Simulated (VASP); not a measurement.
# Fe (P6_3/mmc) in VASP: single point with revPBE

Aim: the single point of Fe with revPBE.

Everything below comes from runs of VASP 6.6.1. Logs are shortened: lines on timing, memory, paths and dates and some standing lists are left out, and cuts for length are marked.

## Step 1: The cell of the first run

The structure is hexagonal, space group P6_3/mmc (No. 194). The conventional cell has a = 2.547 Å, b = 2.547 Å, c = 8.744 Å, α = 90.00°, β = 90.00°, γ = 120.00°. Fe (site symmetry -3m) has 12 Fe at 2.55 to 2.63 Å within 3.4 Å. Fe (site symmetry -6m2) has 12 Fe at 2.55 to 2.63 Å within 3.4 Å.

## Step 2: Single point, revPBE, collinear spin, ferromagnetic start

Input file INCAR:

```
PREC = Accurate
ENCUT = 520
EDIFF = 1E-6
ISMEAR = -1
SIGMA = 0.05
LREAL = False
LASPH = True
NELM = 150
ALGO = Normal
ISIF = 2
LWAVE = False
LCHARG = False
ISPIN = 2
MAGMOM = 2.62 2.62 2.627 2.627
LORBIT = 11
LMAXMIX = 4
GGA = RE
NBANDS = 28
```

Input file KPOINTS:

```
regular mesh
0
Gamma
  19 19 5
```

Input file POSCAR:

```
Fe
1.0
    2.5472608405      0.0000000000      0.0000000000
   -1.2736304203      2.2059925979      0.0000000000
    0.0000000000      0.0000000000      8.7441524748
Fe
4
Direct
    1.0000000000      1.0000000000      1.0000000000
    1.0000000000      0.0000000000      0.5000000000
    0.3333333333      0.6666666667      0.2500000000
    0.6666666667      0.3333333333      0.7500000000
```

Potentials or basis: VASP PAW PBE potentials, release 64 (Fe).

The run is started by

```sh
$ cat potpaw_PBE.64/Fe/POTCAR > POTCAR
$ mpirun -np 1 vasp_std > vasp.out
```

OUTCAR:

```text
PREC = Accurate
   ENCUT = 520
   EDIFF = 1E-6
   ISMEAR = -1
   LREAL = False
   LASPH = True
   NELM = 150
   ISIF = 2
   ISPIN = 2
   LORBIT = 11
   GGA = RE

 ion  position               nearest neighbor table
   1  0.000  0.000  0.000-   3 2.63   4 2.63   3 2.63   4 2.63   4 2.63   3 2.63
   2  0.000  0.000  0.500-   3 2.63   4 2.63   3 2.63   4 2.63   4 2.63   3 2.63
   3  0.333  0.667  0.250-   1 2.63   2 2.63   1 2.63   2 2.63   1 2.63   2 2.63
   4  0.667  0.333  0.750-   1 2.63   2 2.63   1 2.63   2 2.63   1 2.63   2 2.63

  LATTYP: Found a hexagonal cell.
 ALAT       =     2.5472608405
 C/A-ratio  =     3.4327668120

  Lattice vectors:

 A1 = (   2.5472608405,   0.0000000000,   0.0000000000)
 A2 = (  -1.2736304203,   2.2059925979,   0.0000000000)
 A3 = (   0.0000000000,   0.0000000000,   8.7441524748)

Analysis of symmetry for initial positions (statically):
=====================================================================
 Subroutine PRICEL returns:
 Original cell was already a primitive cell.

 Routine SETGRP: Setting up the symmetry group for a
 hexagonal supercell.

 Subroutine GETGRP returns: Found 24 space group operations
 (whereof 12 operations were pure point group operations)
 out of a pool of 24 trial point group operations.

The static configuration has the point symmetry D_3d.
 The point group associated with its full space group is D_6h.

Analysis of symmetry for dynamics (positions and initial velocities):
=====================================================================
 Subroutine PRICEL returns:
 Original cell was already a primitive cell.

 Routine SETGRP: Setting up the symmetry group for a
 hexagonal supercell.

 Subroutine GETGRP returns: Found 24 space group operations
 (whereof 12 operations were pure point group operations)
 out of a pool of 24 trial point group operations.

The dynamic configuration has the point symmetry D_3d.
 The point group associated with its full space group is D_6h.

Analysis of structural, dynamic, and magnetic symmetry:
=====================================================================
 Subroutine PRICEL returns:
 Original cell was already a primitive cell.

 Routine SETGRP: Setting up the symmetry group for a
 hexagonal supercell.

 Subroutine GETGRP returns: Found 24 space group operations
 (whereof 12 operations were pure point group operations)
 out of a pool of 24 trial point group operations.

The overall configuration has the point symmetry D_3d.
 The point group associated with its full space group is D_6h.

 Subroutine INISYM returns: Found 24 space group operations
 (whereof 12 operations are pure point group operations),
 and found     1 'primitive' translations

----------------------------------------------------------------------------------------

                                     Primitive cell

  volume of cell :      49.1355

  direct lattice vectors                    reciprocal lattice vectors
     2.547260840  0.000000000  0.000000000     0.392578563  0.226655339  0.000000000
    -1.273630420  2.205992598  0.000000000     0.000000000  0.453310678  0.000000000
     0.000000000  0.000000000  8.744152475     0.000000000  0.000000000  0.114362141

  length of vectors
     2.547260840  2.547260840  8.744152475     0.453310678  0.453310678  0.114362141

  position of ions in fractional coordinates (direct lattice)
     0.000000000  0.000000000  0.000000000
     0.000000000  0.000000000  0.500000000
     0.333333333  0.666666667  0.250000000
     0.666666667  0.333333333  0.750000000

  ion indices of the primitive-cell ions
   primitive index   ion index
                 1           1
                 2           2
                 3           3
                 4           4

----------------------------------------------------------------------------------------

 KPOINTS: regular mesh

Automatic generation of k-mesh.
 Grid dimensions read from file:
 generate k-points for:   19   19    5

 Generating k-lattice:

  Cartesian coordinates                     Fractional coordinates (reciprocal lattice)
     0.020662030  0.011929228  0.000000000     0.052631579  0.000000000  0.000000000
     0.000000000  0.023858457  0.000000000     0.000000000  0.052631579  0.000000000
     0.000000000  0.000000000  0.022872428     0.000000000  0.000000000  0.200000000

  Length of vectors
     0.023858457  0.023858457  0.022872428

  Shift w.r.t. Gamma in fractional coordinates (k-lattice)
     0.000000000  0.000000000  0.000000000

 Subroutine IBZKPT returns following result:
 ===========================================

 Found    120 irreducible k-points:

 Following reciprocal coordinates:
            Coordinates               Weight
  0.000000  0.000000  0.000000      1.000000
  0.052632 -0.000000  0.000000      6.000000
  0.105263 -0.000000  0.000000      6.000000
  0.157895  0.000000  0.000000      6.000000
  0.210526 -0.000000  0.000000      6.000000
  0.263158 -0.000000  0.000000      6.000000
[... 16 lines left out ...]
  0.263158  0.105263  0.000000     12.000000
  0.315789  0.105263  0.000000     12.000000
 [... further k-points ...]
   k-points           NKPTS =    120   k-points in BZ     NKDIM =    120   number of bands    NBANDS=     28
   number of dos      NEDOS =    301   number of ions     NIONS =      4
   total plane-waves  NPLWV =  28000
   dimension x,y,z NGX =    20 NGY =   20 NGZ =   70
   dimension x,y,z NGXF=    40 NGYF=   40 NGZF=  140
   ions per type =               4
   NGX,Y,Z   is equivalent  to a cutoff of  13.05, 13.05, 13.31 a.u.
   NGXF,Y,Z  is equivalent  to a cutoff of  26.11, 26.11, 26.62 a.u.
 SYSTEM =  unknown system
   PREC   = accura    normal or accurate (medium, high low for compatibility)
   ISTART =      0    job   : 0-new  1-cont  2-samecut
   ICHARG =      2    charge: 1-file 2-atom 10-const
   ISPIN  =      2    spin polarized calculation?
   LNONCOLLINEAR =      F non collinear calculations
   LSORBIT =      F    spin-orbit coupling
   LASPH  =      T    aspherical Exc in radial PAW
   ENCUT  =  520.0 eV  38.22 Ry    6.18 a.u.   4.74  4.74 16.26*2*pi/ulx,y,z
   NELM   =    150;   NELMIN=  2; NELMDL= -5     # of ELM steps
   EDIFF  = 0.1E-05   stopping-criterion for ELM
   LREAL  =      F    real-space projection
   EDIFFG = 0.1E-04   stopping-criterion for IOM
   NSW    =      0    number of steps for IOM
   IBRION =     -1    ionic relax: 0-MD 1-quasi-New 2-CG
   NFREE  =      0    steps in history (QN), initial steepest desc. (CG)
   ISIF   =      2    stress and relaxation
   ISYM   =      2    0-nonsym 1-usesym 2-fastsym
   POTIM  = 0.5000    time-step for ionic-motion
   TEBEG  =    0.0;   TEEND  =   0.0 temperature during run
   PSTRESS=    0.0 pullay stress
   NELECT =      32.0000    total number of electrons
   NUPDOWN=      -1.0000    fix difference up-down
   EMIN   =  10.00;   EMAX   =-10.00  energy-range for DOS
   EFERMI =   0.00;   METHOD = LEGACY
   ISMEAR =    -1;   SIGMA  =   0.05  broadening in eV -4-tet -1-fermi 0-gaus
   EFERMI_NEDOS =   21; number of points for ismear=-14 and -15
   IALGO  =     38    algorithm
   IMIX   =      4    mixing-type and parameters
     AMIX     =   0.40;   BMIX     =  1.00
     AMIX_MAG =   1.60;   BMIX_MAG =  1.00
  volume/ion in A,a.u.               =      12.28        82.90
  Fermi-wavevector in a.u.,A,eV,Ry     =   1.419035  2.681587 27.397510  2.013660
  Thomas-Fermi vector in A             =   2.540098
   LORBIT       =     11    0 simple, 1 ext, 2 COOP (PROOUT), +10 PAW based schemes
   GGA     = RE    functional components
   LHFCALC =     F    Hartree Fock is set to
   AEXX    =    0.0000 exact exchange contribution
   IVDW    =     0    specifies the selected vdW correction
   LEPSILON=     F    determine dielectric tensor
   LRPA    =     F    only Hartree local field effects (RPA)
 spin polarized calculation
  energy-cutoff  :      520.00
  volume of cell :       49.14
 maximum number of plane-waves:      1346
 NGX is ok and might be reduce to    20
   NGX =  9   NGY =  9   NGZ = 33

 number of electron      32.0000017 magnetization       9.6911201

 number of electron      32.0000018 magnetization      10.3834255

 Free energy of the ion-electron system (eV)
  ---------------------------------------------------
  ext. energy  EPLUGINS =         0.00000000
  ---------------------------------------------------
  free energy    TOTEN  =       -30.84484213 eV

  energy without entropy =      -30.80487134  energy(sigma->0) =      -30.82485673

 E-fermi :   5.4382     XC(G=0): -12.5934

 val. band max:        5.4365830322   @ k =   0.2632   0.1579   0.0000
 cond. band min:       5.4393974463   @ k =   0.0526  -0.0000   0.0000
 fundamental gap:      0.0028144141
 Fermi energy:         5.4381554376

 spin component 1

 k-point     1 :       0.0000    0.0000    0.0000
  band No.  band energies     occupation
      1      -2.8563      1.00000
      2      -0.9511      1.00000
      3      -0.9281      1.00000
      4       0.6015      1.00000
      5       2.5737      1.00000
      6       2.6333      1.00000
[... 20 lines left out ...]
     27      17.9555      0.00000
[... 691 lines left out ...]
      6       1.8596      1.00000
[... 20 lines left out ...]
     27      15.3262      0.00000
     28      15.5357      0.00000

 [... further k-points ...]

 spin component 2

 k-point     1 :       0.0000    0.0000    0.0000
  band No.  band energies     occupation
      1      -2.6353      1.00000
      2      -0.6503      1.00000
      3      -0.6384      1.00000
      4       1.8842      1.00000
      5       4.4673      1.00000
      6       4.4893      1.00000
[... 20 lines left out ...]
     27      18.7711      0.00000
[... 691 lines left out ...]
      6       3.8765      1.00000
[... 20 lines left out ...]
     27      16.4793      0.00000
     28      16.6535      0.00000

 [... further k-points ...]
[... 5 lines left out ...]
  --------------------------------------------------------------------------------------
  -------------------------------------------------------------------------------------
  Total        0.0657224      0.0657224      0.0053797     -0.0000000      0.0000000      0.0000000
  in kB        2.1430317      2.1430317      0.1754190     -0.0000000      0.0000000      0.0000000
  external PRESSURE =       1.4871608 kB  Pullay stress =       0.0000000 kB

 VOLUME and BASIS-vectors are now :
 -----------------------------------------------------------------------------
  energy-cutoff  :      520.00
  volume of cell :       49.14
      direct lattice vectors                 reciprocal lattice vectors
     2.547260840  0.000000000  0.000000000     0.392578563  0.226655339  0.000000000
    -1.273630420  2.205992598  0.000000000     0.000000000  0.453310678  0.000000000
     0.000000000  0.000000000  8.744152475     0.000000000  0.000000000  0.114362141

 POSITION                                       TOTAL-FORCE (eV/Angst)
 -----------------------------------------------------------------------------------
      0.00000      0.00000      0.00000         0.000000     -0.000000     -0.000000
      0.00000      0.00000      4.37208         0.000000     -0.000000     -0.000000
     -0.00000      1.47066      2.18604        -0.000000      0.000000      0.000000
      1.27363      0.73533      6.55811         0.000000     -0.000000      0.000000
 -----------------------------------------------------------------------------------
    total drift:                                0.000000     -0.000000      0.000000

  FREE ENERGIE OF THE ION-ELECTRON SYSTEM (eV)
  ---------------------------------------------------
  free  energy   TOTEN  =       -30.8448421292 eV

  energy  without entropy=      -30.8048713389  energy(sigma->0) =      -30.82485673

 total charge

# of ion       s       p       d       tot
------------------------------------------
    1        0.465   0.476   6.180   7.121
    2        0.465   0.476   6.180   7.121
    3        0.464   0.477   6.178   7.119
    4        0.464   0.477   6.178   7.119
--------------------------------------------------
tot          1.858   1.907  24.717  28.482

 magnetization (x)

# of ion       s       p       d       tot
------------------------------------------
    1       -0.017  -0.045   2.654   2.592
    2       -0.017  -0.045   2.654   2.592
    3       -0.016  -0.046   2.659   2.597
    4       -0.016  -0.046   2.659   2.597
--------------------------------------------------
tot         -0.067  -0.181  10.625  10.377
```

Wall time 9.4 min (1 thread of Intel Xeon 6975P-C, shared host); peak memory 0.34 GiB.

What came out:

```
Free energy                                           : -30.8448 eV
Pressure                                              : 0.1 GPa
Net moment                                            : 10.38 μB per cell
Site moments                                          : Fe +2.59, +2.60 μB
Valence electrons inside the program's atomic spheres : Fe 7.12
```

Caveat: the PAW data sets were made with another functional, which shifts forces and pressure a little.
